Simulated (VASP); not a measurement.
# Ir (Fm-3m) in VASP: a series of runs, part 2 of 3

VASP 6.6.1. The steps go on from the part before.

## (3) Single point, PBEsol

This run uses another cell than the first one, of 14.08 Å³/atom, 1.004 times its volume.

Input file INCAR:

```
PREC = Accurate
ENCUT = 520
EDIFF = 1E-6
ISMEAR = -1
SIGMA = 0.15
LREAL = F
LASPH = T
NELM = 100
ALGO = Normal
ISIF = 2
LWAVE = F
LCHARG = F
GGA = PS
NBANDS = 10
```

Input file KPOINTS:

```
Automatic mesh
0
Gamma
  13 13 13
```

Input file POSCAR:

```
Ir
1.0
    0.0000000000      1.9164882202      1.9164882202
    1.9164882202      0.0000000000      1.9164882202
    1.9164882202      1.9164882202      0.0000000000
Ir
1
Direct
    0.0000000000      0.0000000000      0.0000000000
```

Potentials or basis: VASP PAW PBE potentials, release 64 (Ir).

Started as:

```sh
$ cat potpaw_PBE.64/Ir/POTCAR > POTCAR
$ mpirun -np 1 vasp_std > vasp.out
```

OUTCAR:

```text
PREC = Accurate
   ENCUT = 520
   EDIFF = 1E-6
   ISMEAR = -1
   LREAL = F
   LASPH = T
   NELM = 100
   ISIF = 2
   GGA = PS

 ion  position               nearest neighbor table
   1  0.000  0.000  0.000-

  LATTYP: Found a face centered cubic cell.
 ALAT       =     3.8329764404

  Lattice vectors:

 A1 = (   0.0000000000,   1.9164882202,   1.9164882202)
 A2 = (   1.9164882202,   0.0000000000,   1.9164882202)
 A3 = (   1.9164882202,   1.9164882202,   0.0000000000)

Analysis of symmetry for initial positions (statically):
[... 6 lines left out ...]

 Subroutine GETGRP returns: Found 48 space group operations
 (whereof 48 operations were pure point group operations)
 out of a pool of 48 trial point group operations.

The static configuration has the point symmetry O_h .

Analysis of symmetry for dynamics (positions and initial velocities):
[... 6 lines left out ...]

 Subroutine GETGRP returns: Found 48 space group operations
 (whereof 48 operations were pure point group operations)
 out of a pool of 48 trial point group operations.

The dynamic configuration has the point symmetry O_h .

 Subroutine INISYM returns: Found 48 space group operations
 (whereof 48 operations are pure point group operations),
[... 138 lines left out ...]

  energy without entropy =       -9.77601727  energy(sigma->0) =       -9.81363944

 E-fermi :  10.3376     XC(G=0): -14.1296

 val. band max:       10.3041564196   @ k =  -0.3077   0.3077   0.0769
 cond. band min:      10.3843867362   @ k =   0.3077   0.2308   0.0000
 fundamental gap:      0.0802303167
 Fermi energy:        10.3375584156

 k-point     1 :       0.0000    0.0000    0.0000
  band No.  band energies     occupation
      1      -0.9125      2.00000
      2       6.4024      2.00000
      3       6.4024      2.00000
      4       6.4024      2.00000
      5       9.1407      1.99932
      6       9.1407      1.99932
      7      24.6388      0.00000
      8      30.2428      0.00000
      9      30.2428      0.00000
     10      30.2428      0.00000
[... 287 lines left out ...]
 k-point    24 :       0.4615    0.1538    0.0000
  band No.  band energies     occupation
      1       2.8996      2.00000
      2       5.6584      2.00000
      3       6.6918      2.00000
      4       7.2107      2.00000
      5      11.3251      0.00276
      6      12.4876      0.00000
      7      18.9946      0.00000
      8      25.9314      0.00000
      9      28.7966      0.00000
     10      30.0563      0.00000

 [... further k-points ...]
[... 5 lines left out ...]
  --------------------------------------------------------------------------------------
  -------------------------------------------------------------------------------------
  Total        0.0899779      0.0899779      0.0899779      0.0000000     -0.0000000      0.0000000
  in kB       10.2399579     10.2399579     10.2399579      0.0000000     -0.0000000      0.0000000
  external PRESSURE =      10.2399579 kB  Pullay stress =       0.0000000 kB

 VOLUME and BASIS-vectors are now :
 -----------------------------------------------------------------------------
  energy-cutoff  :      520.00
  volume of cell :       14.08
      direct lattice vectors                 reciprocal lattice vectors
     0.000000000  1.916488220  1.916488220    -0.260893855  0.260893855  0.260893855
     1.916488220  0.000000000  1.916488220     0.260893855 -0.260893855  0.260893855
     1.916488220  1.916488220  0.000000000     0.260893855  0.260893855 -0.260893855

 POSITION                                       TOTAL-FORCE (eV/Angst)
 -----------------------------------------------------------------------------------
      0.00000      0.00000      0.00000        -0.000000      0.000000     -0.000000
 -----------------------------------------------------------------------------------
    total drift:                                0.000000     -0.000000     -0.000000

  FREE ENERGIE OF THE ION-ELECTRON SYSTEM (eV)
  ---------------------------------------------------
  free  energy   TOTEN  =        -9.8512615997 eV

  energy  without entropy=       -9.7760172746  energy(sigma->0) =       -9.81363944
```

OSZICAR:

```text
N       E                     dE             d eps       ncg     rms          rms(c)
DAV:   1     0.479145576355E+02    0.47915E+02   -0.43819E+03  1680   0.821E+02
DAV:   2    -0.957147769746E+01   -0.57486E+02   -0.54581E+02  1718   0.198E+02
DAV:   3    -0.104693988293E+02   -0.89792E+00   -0.89505E+00  2016   0.298E+01
DAV:   4    -0.104770534796E+02   -0.76547E-02   -0.76527E-02  1922   0.254E+00
DAV:   5    -0.104772067814E+02   -0.15330E-03   -0.15330E-03  1936   0.332E-01    0.161E+01
DAV:   6    -0.995367379249E+01    0.52353E+00   -0.91736E-01  1884   0.116E+01    0.642E+00
DAV:   7    -0.985834958246E+01    0.95324E-01   -0.28101E-01  1992   0.587E+00    0.149E+00
DAV:   8    -0.985590673589E+01    0.24428E-02   -0.19999E-03  1824   0.453E-01    0.118E+00
DAV:   9    -0.985126755772E+01    0.46392E-02   -0.24567E-03  1874   0.718E-01    0.307E-02
DAV:  10    -0.985125984917E+01    0.77085E-05   -0.14247E-05  2402   0.398E-02    0.163E-02
DAV:  11    -0.985126157373E+01   -0.17246E-05   -0.11456E-06  1610   0.677E-03    0.171E-03
DAV:  12    -0.985126159966E+01   -0.25933E-07   -0.27002E-08   902   0.185E-03
   1 F= -.98512616E+01 E0= -.98136394E+01  d E =-.752443E-01
```

Wall time 17 s (1 thread of Intel Xeon 8259CL, shared host); peak memory 0.13 GiB.

What came out:

```
Free energy : -9.8513 eV
Pressure    : 1.0 GPa
```

Caveat: the PAW data sets were made with another functional, which shifts forces and pressure a little; spin-orbit coupling is left out, which moves the levels of the heavy elements.

## (4) Single point, r2SCAN+D4

This run uses another cell than the first one, of 14.13 Å³/atom, 1.008 times its volume.

Input file POSCAR:

```
Ir
1.0
    0.0000000000      1.9190196666      1.9190196666
    1.9190196666      0.0000000000      1.9190196666
    1.9190196666      1.9190196666      0.0000000000
Ir
1
Direct
    0.0000000000      0.0000000000      0.0000000000
```

Input file INCAR.step1:

```
  PREC = Accurate
  ENCUT = 520
  ISMEAR = -1
  SIGMA = 0.15
  LREAL = False
  LASPH = True
  NELM = 60
  NBANDS = 10
  GGA = PE
  ALGO = Normal
  EDIFF = 1E-4
  LWAVE = True
  LCHARG = False
```

Input file INCAR.step2:

```
  PREC = Accurate
  ENCUT = 520
  EDIFF = 1E-6
  ISMEAR = -1
  SIGMA = 0.15
  LREAL = False
  LASPH = True
  NELM = 60
  ALGO = Normal
  ISIF = 2
  LWAVE = False
  LCHARG = False
  METAGGA = R2SCAN
  LMIXTAU = True
  IVDW = 13
  VDW_S6 = 1.0
  VDW_S8 = 0.6018749
  VDW_A1 = 0.51559235
  VDW_A2 = 5.77342911
  NBANDS = 10
  ISTART = 1
```

KPOINTS is that of step 3.

Started as:

```sh
$ cat potpaw_PBE.64/Ir/POTCAR > POTCAR
$ cp INCAR.step1 INCAR
$ mpirun -np 1 vasp_std > vasp.out
$ cp INCAR.step2 INCAR
$ mpirun -np 1 vasp_std > vasp.out
```

It took 78 s on 1 thread of Intel Xeon 8259CL, shared host; peak memory 0.14 GiB.

Results (log left out):

* Free energy: -52.6943 eV
* Pressure: 2.5 GPa
* Dispersion energy per atom: -0.299 eV

Levels at points of the mesh, in eV from the Fermi level:
```tsv
k point	band 2	band 3	band 4	band 5	band 6	band 7
(0.00, 0.00, 0.00)	-4.01	-4.01	-4.01	-1.30	-1.30	15.09
```

Caveat: the PAW data sets were made with another functional, which shifts forces and pressure a little; spin-orbit coupling is left out, which moves the levels of the heavy elements; pairwise dispersion overbinds metals, which lowers pressure and volume.

## (5) Relaxation of cell and atoms, revPBE+D3(BJ)

This run uses another cell than the first one, of 14.06 Å³/atom, 1.003 times its volume.

Input file INCAR:

```
SYSTEM = Ir
ALGO     = Normal         ! electronic algorithm
EDIFF    = 1E-7           ! SCF threshold, eV
EDIFFG   = -0.01          ! ionic threshold
ENCUT    = 600            ! plane-wave cutoff, eV
GGA      = RE             ! functional
IBRION   = 2              ! ionic algorithm
ISIF     = 3              ! what is computed and relaxed
ISMEAR   = -1             ! smearing method
IVDW     = 12             ! dispersion correction
LASPH    = .TRUE.         ! aspherical terms in the spheres
LCHARG   = .FALSE.        ! write CHGCAR
LREAL    = .FALSE.        ! projectors in reciprocal space
LWAVE    = .FALSE.        ! write WAVECAR
NELM     = 60             ! most SCF steps
NSW      = 80             ! ionic steps
PREC     = Accurate       ! precision mode
SIGMA    = 0.15           ! smearing width, eV
```

Input file KPOINTS:

```
k-points
0
G
  13 13 13
  0 0 0
```

Input file POSCAR:

```
Ir
1.0
    0.0000000000      1.9156000000      1.9156000000
    1.9156000000      0.0000000000      1.9156000000
    1.9156000000      1.9156000000      0.0000000000
Ir
1
Direct
    0.0000000000      0.0000000000      0.0000000000
```

Started as:

```sh
$ cat potpaw_PBE.64/Ir/POTCAR > POTCAR
$ mpirun -np 1 vasp_std > vasp.out
```

It took 36 s on 1 thread of Intel Xeon 8259CL, shared host; peak memory 0.16 GiB.

Results (log left out):

```
Free energy                            : -9.7138 eV
Relaxed volume                         : 14.04 Å³/atom
Relaxed cell                           : a = 2.708 Å, b = 2.708 Å, c = 2.708 Å, α = 60.00°, β = 60.00°, γ = 60.00°
Space group after relaxing (to 0.05 Å) : Fm-3m (No. 225)
Energy gained by relaxing              : 0.0 meV/atom
Ionic steps                            : 3
Pressure after relaxing                : 0.0 GPa
Dispersion energy per atom             : -1.391 eV
```

Final structure:
```xyz
1
Lattice="0.0000 1.9148 1.9148 1.9148 0.0000 1.9148 1.9148 1.9148 0.0000" Properties=species:S:1:pos:R:3 pbc="T T T"
Ir    0.0000    0.0000    0.0000
```

Levels at points of the mesh, in eV from the Fermi level:
| k point | band 2 | band 3 | band 4 | band 5 | band 6 | band 7 |
| --- | --- | --- | --- | --- | --- | --- |
| (0.00, 0.00, 0.00) | -3.93 | -3.93 | -3.93 | -1.21 | -1.21 | 14.28 |

Caveat: the PAW data sets were made with another functional, which shifts forces and pressure a little; spin-orbit coupling is left out, which moves the levels of the heavy elements; pairwise dispersion overbinds metals, which lowers pressure and volume.

## (6) Relaxation of cell and atoms, PBEsol

This run uses another cell than the first one, of 14.06 Å³/atom, 1.003 times its volume.

Input file INCAR:

```
PREC = Accurate ; ENCUT = 600
EDIFF = 1E-6 ; ISMEAR = -1
SIGMA = 0.15 ; LREAL = F
LASPH = T ; NELM = 100
ALGO = Normal ; ISIF = 3
LWAVE = F ; LCHARG = F
GGA = PS ; IBRION = 2
NSW = 80 ; EDIFFG = -0.01
```

Input file KPOINTS:

```
Automatic mesh
0
Gamma
  13 13 13
```

POSCAR is that of step 5.

Potentials or basis: VASP PAW PBE potentials, release 64 (Ir).

Started as:

```sh
$ cat potpaw_PBE.64/Ir/POTCAR > POTCAR
$ mpirun -np 1 vasp_std > vasp.out
```

OUTCAR:

```text
PREC = Accurate
   ENCUT = 600
   EDIFF = 1E-6
   ISMEAR = -1
   LREAL = F
   LASPH = T
   NELM = 100
   ISIF = 3
   GGA = PS
   IBRION = 2
   NSW = 80
   EDIFFG = -0.01

 ion  position               nearest neighbor table
   1  0.000  0.000  0.000-

  LATTYP: Found a face centered cubic cell.
 ALAT       =     3.8312000000

  Lattice vectors:

 A1 = (   0.0000000000,   1.9156000000,   1.9156000000)
 A2 = (   1.9156000000,   0.0000000000,   1.9156000000)
 A3 = (   1.9156000000,   1.9156000000,   0.0000000000)

Analysis of symmetry for initial positions (statically):
[... 6 lines left out ...]

 Subroutine GETGRP returns: Found 48 space group operations
 (whereof 48 operations were pure point group operations)
 out of a pool of 48 trial point group operations.

[... 237 lines left out ...]
  free energy    TOTEN  =        -9.85143069 eV

  energy without entropy =       -9.77587762  energy(sigma->0) =       -9.81365416

 E-fermi :  10.2880     XC(G=0): -14.1130

 val. band max:       10.2550140431   @ k =  -0.3077   0.3077   0.0769
 cond. band min:      10.3343408535   @ k =   0.3077   0.2308   0.0000
 fundamental gap:      0.0793268104
 Fermi energy:        10.2880000125

 k-point     1 :       0.0000    0.0000    0.0000
  band No.  band energies     occupation
      1      -0.9310      2.00000
      2       6.3701      2.00000
      3       6.3701      2.00000
      4       6.3701      2.00000
      5       9.0962      1.99929
      6       9.0962      1.99929
      7      24.5955      0.00000
      8      30.1826      0.00000
[... 243 lines left out ...]
 k-point    24 :       0.4615    0.1538    0.0000
  band No.  band energies     occupation
      1       2.8777      2.00000
      2       5.6301      2.00000
      3       6.6570      2.00000
      4       7.1755      2.00000
      5      11.2705      0.00286
      6      12.4314      0.00000
      7      18.9206      0.00000
      8      25.8756      0.00000

 [... further k-points ...]
[... 5 lines left out ...]
  --------------------------------------------------------------------------------------
  -------------------------------------------------------------------------------------
  Total        0.0018447      0.0018447      0.0018447      0.0000000     -0.0000000      0.0000000
  in kB        0.2093433      0.2093433      0.2093433      0.0000000     -0.0000000      0.0000000
  external PRESSURE =       0.2093433 kB  Pullay stress =       0.0000000 kB
[... 16 lines left out ...]
  FREE ENERGIE OF THE ION-ELECTRON SYSTEM (eV)
  ---------------------------------------------------
  free  energy   TOTEN  =        -9.8514306915 eV

  energy  without entropy=       -9.7758776217  energy(sigma->0) =       -9.81365416

 reached required accuracy - stopping structural energy minimisation
```

OSZICAR:

```text
N       E                     dE             d eps       ncg     rms          rms(c)
DAV:   1     0.487816487760E+02    0.48782E+02   -0.49963E+03  1360   0.117E+03
DAV:   2    -0.975869634999E+01   -0.58540E+02   -0.56352E+02  1344   0.219E+02
DAV:   3    -0.104719521437E+02   -0.71326E+00   -0.71248E+00  1960   0.333E+01
[... 18 lines left out ...]
DAV:   2    -0.985267148228E+01    0.11288E-01   -0.28862E-02  1488   0.236E+00    0.353E-01
DAV:   3    -0.985141921601E+01    0.12523E-02   -0.56939E-03  1608   0.962E-01    0.994E-02
DAV:   4    -0.985142863249E+01   -0.94165E-05   -0.12187E-04  1784   0.114E-01    0.519E-03
DAV:   5    -0.985142995907E+01   -0.13266E-05   -0.14956E-06  1528   0.118E-02    0.283E-03
DAV:   6    -0.985143069150E+01   -0.73243E-06   -0.34882E-07   904   0.403E-03
   3 F= -.98514307E+01 E0= -.98136542E+01  d E =-.303472E-03
```

CONTCAR:

```text
Ir
   1.00000000000000
    -0.0000000000000000    1.9182815039132934    1.9182815039132934
     1.9182815039132934    0.0000000000000000    1.9182815039132934
     1.9182815039132934    1.9182815039132934    0.0000000000000000
  Ir
     1
Direct
     0.0000000000000000    0.0000000000000000    0.0000000000000000

  0.00000000E+00  0.00000000E+00  0.00000000E+00
```

Wall time 35 s (1 thread of Intel Xeon 8259CL, shared host); peak memory 0.16 GiB.

What came out:

| Quantity | Value |
| --- | --- |
| Free energy | -9.8514 eV |
| Relaxed volume | 14.12 Å³/atom |
| Relaxed cell | a = 2.713 Å, b = 2.713 Å, c = 2.713 Å, α = 60.00°, β = 60.00°, γ = 60.00° |
| Space group after relaxing (to 0.05 Å) | Fm-3m (No. 225) |
| Energy gained by relaxing | 0.3 meV/atom |
| Ionic steps | 3 |
| Pressure after relaxing | 0.0 GPa |

Step by step:
```tsv
step	energy change (eV)	largest force (eV/Å)	pressure (GPa)	volume (Å³)
1	0.0000	0.0000	1.59	14.06
2	0.0039	0.0000	-5.87	14.34
3	-0.0003	0.0000	0.02	14.12
```

Final structure:
```yaml
crystal:
  lattice:
    - [0.00000, 1.91828, 1.91828]
    - [1.91828, 0.00000, 1.91828]
    - [1.91828, 1.91828, 0.00000]
  atoms:
    - { symbol: Ir, position: [0.00000, 0.00000, 0.00000] }
```

Caveat: the PAW data sets were made with another functional, which shifts forces and pressure a little; spin-orbit coupling is left out, which moves the levels of the heavy elements. Zero-point motion and thermal expansion aren't in these numbers.

(Continued in part 3 of 3.)
